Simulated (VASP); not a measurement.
# TaZn2B3 (P6/mmm) in VASP: a series of runs

The runs below take TaZn2B3 through single point, with PBE.

Program: VASP 6.6.1. These are calculated values, not measurements. Logs are shortened: lines on timing, memory, paths and dates and some standing lists are left out, and cuts for length are marked.

### Step 1. The cell of the first run

It takes space group P6/mmm (No. 191, hexagonal). The conventional cell has a = 4.663 Å, b = 4.663 Å, c = 3.459 Å, α = 90.00°, β = 90.00°, γ = 120.00°. Ta (site symmetry 6/mmm) has 6 Zn at 2.69 Å and 12 B at 2.90 Å and 2 Ta at 3.46 Å within 3.5 Å. Within 2.9 Å of Zn (site symmetry -6m2) lie 6 B at 2.19 Å and 3 Ta at 2.69 Å and 3 Zn at 2.69 Å. B (site symmetry mmm) has 4 Zn at 2.19 Å and 4 B at 2.33 Å and 4 Ta at 2.90 Å within 3.0 Å.

The cell was generated, and may not be a known phase.

### Step 2. Single point, PBE

Contents of INCAR:

```
  ALGO = Normal
  EDIFF = 1E-6
  ENCUT = 520
  GGA = PE
  ISIF = 2
  ISMEAR = 0
  LASPH = T
  LCHARG = F
  LREAL = F
  LWAVE = F
  NBANDS = 31
  NELM = 60
  PREC = Accurate
  SIGMA = 0.1
```

Contents of KPOINTS:

```
k-points
0
Gamma
  6 6 4
```

Contents of POSCAR:

```
TaZn2B3
1.0
    4.6631755782      0.0000000029      0.0000000000
   -2.3315877916      4.0384285116      0.0000000000
    0.0000000000      0.0000000000      3.4593054955
Ta Zn B
1 2 3
Direct
    0.0000000000      0.0000000000      0.0000000000
    0.6666666667      0.3333333333      0.0000000000
    0.3333333333      0.6666666667      0.0000000000
    0.0000000000      0.5000000000      0.5000000000
    0.5000000000      0.5000000000      0.5000000000
    0.5000000000      0.0000000000      0.5000000000
```

Potentials or basis: VASP PAW PBE potentials, release 64 (Ta_pv, Zn, B).

Run with:

```console
$ cat potpaw_PBE.64/Ta_pv/POTCAR potpaw_PBE.64/Zn/POTCAR potpaw_PBE.64/B/POTCAR > POTCAR
$ mpirun -np 1 vasp_std > vasp.out
```

OUTCAR:

```text
EDIFF = 1E-6
   ENCUT = 520
   GGA = PE
   ISIF = 2
   ISMEAR = 0
   LASPH = T
   LREAL = F
   NELM = 60
   PREC = Accurate

 ion  position               nearest neighbor table
   1  0.000  0.000  0.000-   2 2.69   3 2.69   2 2.69   3 2.69   2 2.69   3 2.69
   2  0.667  0.333  0.000-   4 2.19   4 2.19   6 2.19   6 2.19   5 2.19   5 2.19   1 2.69   3 2.69
                             3 2.69   1 2.69   1 2.69   3 2.69
   3  0.333  0.667  0.000-   4 2.19   4 2.19   6 2.19   6 2.19   5 2.19   5 2.19   1 2.69   2 2.69
                             2 2.69   1 2.69   1 2.69   2 2.69
   4  0.000  0.500  0.500-   2 2.19   3 2.19   2 2.19   3 2.19
   5  0.500  0.500  0.500-   2 2.19   3 2.19   2 2.19   3 2.19
   6  0.500  0.000  0.500-   2 2.19   3 2.19   2 2.19   3 2.19

  LATTYP: Found a hexagonal cell.
 ALAT       =     4.6631755782
 C/A-ratio  =     0.7418347084

  Lattice vectors:

 A1 = (   4.6631755782,   0.0000000029,   0.0000000000)
 A2 = (  -2.3315877916,   4.0384285116,   0.0000000000)
 A3 = (   0.0000000000,   0.0000000000,   3.4593054955)

Analysis of symmetry for initial positions (statically):
=====================================================================
 Subroutine PRICEL returns:
 Original cell was already a primitive cell.

 Routine SETGRP: Setting up the symmetry group for a
 hexagonal supercell.

 Subroutine GETGRP returns: Found 24 space group operations
 (whereof 24 operations were pure point group operations)
 out of a pool of 24 trial point group operations.

The static configuration has the point symmetry D_6h.

Analysis of symmetry for dynamics (positions and initial velocities):
=====================================================================
 Subroutine PRICEL returns:
 Original cell was already a primitive cell.

 Routine SETGRP: Setting up the symmetry group for a
 hexagonal supercell.

 Subroutine GETGRP returns: Found 24 space group operations
 (whereof 24 operations were pure point group operations)
 out of a pool of 24 trial point group operations.

The dynamic configuration has the point symmetry D_6h.

 Subroutine INISYM returns: Found 24 space group operations
 (whereof 24 operations are pure point group operations),
 and found     1 'primitive' translations

----------------------------------------------------------------------------------------

                                     Primitive cell

  volume of cell :      65.1453

  direct lattice vectors                    reciprocal lattice vectors
     4.663175578  0.000000003  0.000000000     0.214446139  0.123810536  0.000000000
    -2.331587792  4.038428512  0.000000000    -0.000000000  0.247621073  0.000000000
     0.000000000  0.000000000  3.459305496     0.000000000  0.000000000  0.289075365

  length of vectors
     4.663175578  4.663175578  3.459305496     0.247621073  0.247621073  0.289075365

  position of ions in fractional coordinates (direct lattice)
     0.000000000  0.000000000  0.000000000
     0.666666667  0.333333333  0.000000000
     0.333333333  0.666666667  0.000000000
     0.000000000  0.500000000  0.500000000
     0.500000000  0.500000000  0.500000000
     0.500000000  1.000000000  0.500000000

  ion indices of the primitive-cell ions
   primitive index   ion index
                 1           1
                 2           2
                 3           3
                 4           4
                 5           5
                 6           6

----------------------------------------------------------------------------------------

 KPOINTS: k-points

Automatic generation of k-mesh.
 Grid dimensions read from file:
 generate k-points for:    6    6    4

 Generating k-lattice:

  Cartesian coordinates                     Fractional coordinates (reciprocal lattice)
     0.035741023  0.020635089  0.000000000     0.166666667  0.000000000  0.000000000
    -0.000000000  0.041270179  0.000000000     0.000000000  0.166666667  0.000000000
     0.000000000  0.000000000  0.072268841     0.000000000  0.000000000  0.250000000

  Length of vectors
     0.041270179  0.041270179  0.072268841

  Shift w.r.t. Gamma in fractional coordinates (k-lattice)
     0.000000000  0.000000000  0.000000000

 Subroutine IBZKPT returns following result:
 ===========================================

 Found     21 irreducible k-points:

 Following reciprocal coordinates:
            Coordinates               Weight
  0.000000  0.000000  0.000000      1.000000
  0.166667 -0.000000  0.000000      6.000000
  0.333333 -0.000000  0.000000      6.000000
  0.500000 -0.000000  0.000000      3.000000
  0.166667  0.166667  0.000000      6.000000
  0.333333  0.166667  0.000000     12.000000
[... 13 lines left out ...]
  0.333333  0.166667  0.500000     12.000000
  0.333333  0.333333  0.500000      2.000000
   k-points           NKPTS =     21   k-points in BZ     NKDIM =     21   number of bands    NBANDS=     31
   number of dos      NEDOS =    301   number of ions     NIONS =      6
   total plane-waves  NPLWV =  36288
   dimension x,y,z NGX =    36 NGY =   36 NGZ =   28
   dimension x,y,z NGXF=    72 NGYF=   72 NGZF=   56
   ions per type =               1   2   3
   NGX,Y,Z   is equivalent  to a cutoff of  12.83, 12.83, 13.46 a.u.
   NGXF,Y,Z  is equivalent  to a cutoff of  25.67, 25.67, 26.91 a.u.
 SYSTEM =  unknown system
   PREC   = accura    normal or accurate (medium, high low for compatibility)
   ISTART =      0    job   : 0-new  1-cont  2-samecut
   ICHARG =      2    charge: 1-file 2-atom 10-const
   ISPIN  =      1    spin polarized calculation?
   LNONCOLLINEAR =      F non collinear calculations
   LSORBIT =      F    spin-orbit coupling
   LASPH  =      T    aspherical Exc in radial PAW
   ENCUT  =  520.0 eV  38.22 Ry    6.18 a.u.   8.67  8.67  6.43*2*pi/ulx,y,z
   NELM   =     60;   NELMIN=  2; NELMDL= -5     # of ELM steps
   EDIFF  = 0.1E-05   stopping-criterion for ELM
   LREAL  =      F    real-space projection
   EDIFFG = 0.1E-04   stopping-criterion for IOM
   NSW    =      0    number of steps for IOM
   IBRION =     -1    ionic relax: 0-MD 1-quasi-New 2-CG
   NFREE  =      0    steps in history (QN), initial steepest desc. (CG)
   ISIF   =      2    stress and relaxation
   ISYM   =      2    0-nonsym 1-usesym 2-fastsym
   POTIM  = 0.5000    time-step for ionic-motion
   TEBEG  =    0.0;   TEEND  =   0.0 temperature during run
   PSTRESS=    0.0 pullay stress
   NELECT =      44.0000    total number of electrons
   NUPDOWN=      -1.0000    fix difference up-down
   EMIN   =  10.00;   EMAX   =-10.00  energy-range for DOS
   EFERMI =   0.00;   METHOD = LEGACY
   ISMEAR =     0;   SIGMA  =   0.10  broadening in eV -4-tet -1-fermi 0-gaus
   EFERMI_NEDOS =   21; number of points for ismear=-14 and -15
   IALGO  =     38    algorithm
   IMIX   =      4    mixing-type and parameters
     AMIX     =   0.40;   BMIX     =  1.00
     AMIX_MAG =   1.60;   BMIX_MAG =  1.00
  volume/ion in A,a.u.               =      10.86        73.27
  Fermi-wavevector in a.u.,A,eV,Ry     =   1.436365  2.714336 28.070769  2.063143
  Thomas-Fermi vector in A             =   2.555561
   LORBIT       =      0    0 simple, 1 ext, 2 COOP (PROOUT), +10 PAW based schemes
   GGA     = PE    functional components
   LHFCALC =     F    Hartree Fock is set to
   AEXX    =    0.0000 exact exchange contribution
   IVDW    =     0    specifies the selected vdW correction
   LEPSILON=     F    determine dielectric tensor
   LRPA    =     F    only Hartree local field effects (RPA)
 non-spin polarized calculation
 Gauss-broadening in eV      SIGMA  =   0.10
  energy-cutoff  :      520.00
  volume of cell :       65.15
 maximum number of plane-waves:      1771
 NGX is ok and might be reduce to    36
   NGX = 17   NGY = 17   NGZ = 13

 number of electron      44.0000004 magnetization

 Free energy of the ion-electron system (eV)
  ---------------------------------------------------
  ext. energy  EPLUGINS =         0.00000000
  ---------------------------------------------------
  free energy    TOTEN  =       -27.65676997 eV

  energy without entropy =      -27.63875502  energy(sigma->0) =      -27.64776250

 E-fermi :   6.3279     XC(G=0): -12.4285

 val. band max:        6.3202939179   @ k =   0.3333   0.1667   0.0000
 cond. band min:       6.4407363315   @ k =   0.3333   0.1667   0.2500
 fundamental gap:      0.1204424136
 Fermi energy:         6.3278870473

 k-point     1 :       0.0000    0.0000    0.0000
  band No.  band energies     occupation
      1     -29.0751      2.00000
      2     -29.0751      2.00000
      3     -28.9379      2.00000
      4      -7.4664      2.00000
      5      -3.3450      2.00000
      6      -2.7476      2.00000
[... 23 lines left out ...]
     30      13.1256      0.00000
     31      13.2085      0.00000

 k-point     2 :       0.1667   -0.0000    0.0000
  band No.  band energies     occupation
      1     -29.0771      2.00000
      2     -29.0753      2.00000
      3     -28.9378      2.00000
      4      -7.2330      2.00000
      5      -3.6603      2.00000
      6      -2.6978      2.00000
[... 23 lines left out ...]
     30      11.9975      0.00000
     31      12.7017      0.00000

 k-point     3 :       0.3333   -0.0000    0.0000
  band No.  band energies     occupation
      1     -29.0812      2.00000
      2     -29.0758      2.00000
      3     -28.9375      2.00000
      4      -6.5897      2.00000
      5      -4.4650      2.00000
      6      -2.7154      2.00000
[... 23 lines left out ...]
     30      10.5590      0.00000
     31      11.0282      0.00000

 k-point     4 :       0.5000   -0.0000    0.0000
  band No.  band energies     occupation
      1     -29.0832      2.00000
      2     -29.0761      2.00000
      3     -28.9374      2.00000
      4      -5.9241      2.00000
      5      -5.2027      2.00000
      6      -2.8219      2.00000
[... 23 lines left out ...]
     30      10.1634      0.00000
     31      11.5999      0.00000

 k-point     5 :       0.1667    0.1667    0.0000
  band No.  band energies     occupation
      1     -29.0797      2.00000
      2     -29.0761      2.00000
      3     -28.9376      2.00000
      4      -6.7941      2.00000
      5      -4.1947      2.00000
      6      -2.6634      2.00000
[... 23 lines left out ...]
     30      11.1324      0.00000
     31      12.0166      0.00000
[... 440 lines left out ...]
     30      11.3841      0.00000
     31      13.7807      0.00000

 k-point    19 :       0.1667    0.1667    0.5000
  band No.  band energies     occupation
      1     -29.0672      2.00000
      2     -29.0638      2.00000
      3     -29.0529      2.00000
      4      -4.7028      2.00000
      5      -3.3771      2.00000
      6      -3.2953      2.00000
[... 23 lines left out ...]
     30      11.0011      0.00000
     31      12.8279      0.00000

 k-point    20 :       0.3333    0.1667    0.5000
  band No.  band energies     occupation
      1     -29.0693      2.00000
      2     -29.0649      2.00000
      3     -29.0526      2.00000
      4      -4.3833      2.00000
      5      -3.7253      2.00000
      6      -3.3697      2.00000
[... 23 lines left out ...]
     30      11.4130      0.00000
     31      12.2927      0.00000

 k-point    21 :       0.3333    0.3333    0.5000
  band No.  band energies     occupation
      1     -29.0677      2.00000
      2     -29.0677      2.00000
      3     -29.0525      2.00000
      4      -4.0498      2.00000
      5      -4.0498      2.00000
      6      -3.4203      2.00000
[... 23 lines left out ...]
     30      10.9800      0.00000
     31      11.5533      0.00000

------------------------ aborting loop because EDIFF is reached ----------------------------------------

  FORCE on cell =-STRESS in cart. coord.  units (eV):
  Direction    XX          YY          ZZ          XY          YZ          ZX
  --------------------------------------------------------------------------------------
  -------------------------------------------------------------------------------------
  Total        0.1398334      0.1398334      0.2355447      0.0000000      0.0000000      0.0000000
  in kB        3.4390498      3.4390498      5.7929644      0.0000000      0.0000000      0.0000000
  external PRESSURE =       4.2236880 kB  Pullay stress =       0.0000000 kB

 VOLUME and BASIS-vectors are now :
 -----------------------------------------------------------------------------
  energy-cutoff  :      520.00
  volume of cell :       65.15
      direct lattice vectors                 reciprocal lattice vectors
     4.663175578  0.000000003  0.000000000     0.214446139  0.123810536  0.000000000
    -2.331587792  4.038428512  0.000000000    -0.000000000  0.247621073  0.000000000
     0.000000000  0.000000000  3.459305496     0.000000000  0.000000000  0.289075365

 POSITION                                       TOTAL-FORCE (eV/Angst)
 -----------------------------------------------------------------------------------
      0.00000      0.00000      0.00000         0.000000      0.000000      0.000000
      2.33159      1.34614      0.00000        -0.000000     -0.000000      0.000000
     -0.00000      2.69229      0.00000         0.000000      0.000000      0.000000
     -1.16579      2.01921      1.72965         0.000000      0.000000      0.000000
      1.16579      2.01921      1.72965         0.000000      0.000000      0.000000
      2.33159      0.00000      1.72965         0.000000      0.000000      0.000000
 -----------------------------------------------------------------------------------
    total drift:                                0.000000      0.000000      0.000000

  FREE ENERGIE OF THE ION-ELECTRON SYSTEM (eV)
  ---------------------------------------------------
  free  energy   TOTEN  =       -27.6567699699 eV

  energy  without entropy=      -27.6387550215  energy(sigma->0) =      -27.64776250
```

Wall time 78 s (1 thread of Intel Xeon Platinum 8259CL at 2.50GHz (Skylake/Cascade Lake), shared host); peak memory 0.2 GiB.

Results:

| Property | Result |
| --- | --- |
| Free energy | -27.6568 eV |
| Pressure | 0.4 GPa |
| Band gap on the k mesh | zero (bands 22 and 23 overlap by 1.34 eV) |

Caveat: the k points lie up to 0.45 Å⁻¹ apart, too coarse for converged energies and pressures of a metal; spin-orbit coupling is left out, which moves the levels of the heavy elements.

### Step 3. Single point, PBE

This run uses another cell than the first one, of 12.15 Å³/atom.

Contents of INCAR:

```
SYSTEM = TaZn2B3
PREC = Accurate
ENCUT = 520
EDIFF = 1E-7
ISMEAR = 0
SIGMA = 0.1
LREAL = .FALSE.
LASPH = .TRUE.
NELM = 60
ALGO = Normal
ISIF = 2
LWAVE = .FALSE.
LCHARG = .FALSE.
GGA = PE
NBANDS = 31
```

Contents of KPOINTS:

```
regular mesh
0
G
  6 6 4
  0 0 0
```

Contents of POSCAR:

```
TaZn2B3
1.0
    4.6798255700      0.0000000000      0.0000000000
   -2.3399127900      4.0528478300      0.0000000000
    0.0000000000      0.0000000000      3.8435270900
Ta Zn B
1 2 3
Direct
    0.0000000000      0.0000000000      0.0000000000
    0.6666666700      0.3333333300      0.0000000000
    0.3333333300      0.6666666700      0.0000000000
    0.0000000000      0.5000000000      0.5000000000
    0.5000000000      0.5000000000      0.5000000000
    0.5000000000      0.0000000000      0.5000000000
```

Potentials or basis: VASP PAW PBE potentials, release 64 (Ta_pv, Zn, B).

Run with:

```console
$ cat potpaw_PBE.64/Ta_pv/POTCAR potpaw_PBE.64/Zn/POTCAR potpaw_PBE.64/B/POTCAR > POTCAR
$ mpirun -np 1 vasp_std > vasp.out
```

Run time: 77 s. Hardware: 1 thread of Intel Xeon Platinum 8259CL at 2.50GHz (Skylake/Cascade Lake), shared host; peak memory 0.21 GiB.

Results (log left out):

- Free energy: -26.9869 eV
- Pressure: -14.2 GPa
- Band gap on the k mesh: zero (bands 22 and 23 overlap by 0.93 eV)

Stress tensor (GPa, compression positive):
```
 -9.30   0.00   0.00
  0.00  -9.30   0.00
  0.00   0.00 -24.10
```

Levels at points of the mesh, in eV from the Fermi level:
| k point | band 20 | band 21 | band 22 | band 23 | band 24 | band 25 |
| --- | --- | --- | --- | --- | --- | --- |
| (0.00, 0.00, 0.00) | -2.93 | -2.76 | 0.19 | 0.35 | 0.35 | 1.23 |
| (0.50, 0.00, 0.00) | -1.30 | -1.06 | -0.20 | 0.26 | 0.48 | 1.93 |
| (0.00, 0.00, 0.50) | -3.47 | -2.31 | -2.31 | 0.74 | 1.44 | 3.33 |
| (0.50, 0.00, 0.50) | -2.90 | -1.18 | -0.28 | 0.59 | 1.09 | 1.62 |

Caveat: the k points lie up to 0.41 Å⁻¹ apart, too coarse for converged energies and pressures of a metal; spin-orbit coupling is left out, which moves the levels of the heavy elements.

### Step 4. Single point, PBE

Contents of INCAR:

```
ALGO = Normal
EDIFF = 1E-7
ENCUT = 520
GGA = PE
ISIF = 2
ISMEAR = 0
LASPH = T
LCHARG = T
LELF = T
LREAL = F
LVHAR = T
LWAVE = F
NBANDS = 31
NELM = 60
PREC = Accurate
SIGMA = 0.1
```

Contents of KPOINTS:

```
k-points
0
Gamma
  6 6 6
```

Contents of POSCAR:

```
TaZn2B3
1.0
    4.6667893245      0.0000000000      0.0000000000
   -2.3333946622      4.0415581091      0.0000000000
    0.0000000000      0.0000000000      3.4515033629
Ta Zn B
1 2 3
Direct
    0.0000000000      0.0000000000      0.0000000000
    0.6666666667      0.3333333333      0.0000000000
    0.3333333333      0.6666666667      0.0000000000
    0.0000000000      0.5000000000      0.5000000000
    0.5000000000      0.5000000000      0.5000000000
    0.5000000000      0.0000000000      0.5000000000
```

Run with:

```console
$ cat potpaw_PBE.64/Ta_pv/POTCAR potpaw_PBE.64/Zn/POTCAR potpaw_PBE.64/B/POTCAR > POTCAR
$ mpirun -np 1 vasp_std > vasp.out
```

It took 93 s on 1 thread of Intel Xeon Platinum 8259CL at 2.50GHz (Skylake/Cascade Lake), shared host; peak memory 0.21 GiB.

Results (log left out):

| Property | Result |
| --- | --- |
| Free energy | -27.6995 eV |
| Pressure | 0.2 GPa |
| Band gap on the k mesh | zero (bands 22 and 23 overlap by 1.31 eV) |

Levels at points of the mesh, in eV from the Fermi level:
| k point | band 19 | band 20 | band 21 | band 22 | band 23 | band 24 | band 25 | band 26 |
| --- | --- | --- | --- | --- | --- | --- | --- | --- |
| (0.00, 0.00, 0.00) | -3.67 | -3.67 | -2.82 | 0.62 | 0.62 | 1.07 | 1.93 | 1.93 |
| (0.50, 0.00, 0.00) | -2.14 | -1.86 | -0.71 | 0.09 | 0.53 | 0.69 | 1.60 | 2.67 |
| (0.00, 0.00, 0.50) | -4.14 | -4.14 | -2.25 | -2.25 | 0.55 | 2.49 | 3.40 | 3.40 |
| (0.50, 0.00, 0.50) | -3.85 | -3.63 | -1.37 | -0.48 | 0.17 | 0.89 | 1.46 | 2.69 |

Caveat: spin-orbit coupling is left out, which moves the levels of the heavy elements.

### Step 5. The runs side by side

| cell | k mesh | gap on the mesh (eV) | pressure (GPa) |
| --- | --- | --- | --- |
| a = 4.663, b = 4.663, c = 3.459 Å, angles 90.0, 90.0, 120.0°, 6 atoms | 6 × 6 × 4 | none | 0.4 |
| a = 4.680, b = 4.680, c = 3.844 Å, angles 90.0, 90.0, 120.0°, 6 atoms | 6 × 6 × 4 | none | -14.2 |
| a = 4.667, b = 4.667, c = 3.452 Å, angles 90.0, 90.0, 120.0°, 6 atoms | 6 × 6 × 6 | none | 0.2 |

Alike in all rows: task single point; level PBE; potentials or basis VASP PAW PBE potentials, release 64 (Ta_pv, Zn, B); no spin polarisation; cutoff (eV) 520; smearing gaussian 0.1 eV.

Caveats: some runs use coarse meshes; spin-orbit coupling is left out, which moves the levels of the heavy elements.

Absolute energies hang on the potentials; compare differences alone.

The gap in the log of VASP goes by the Fermi energy; the results here count the filled bands.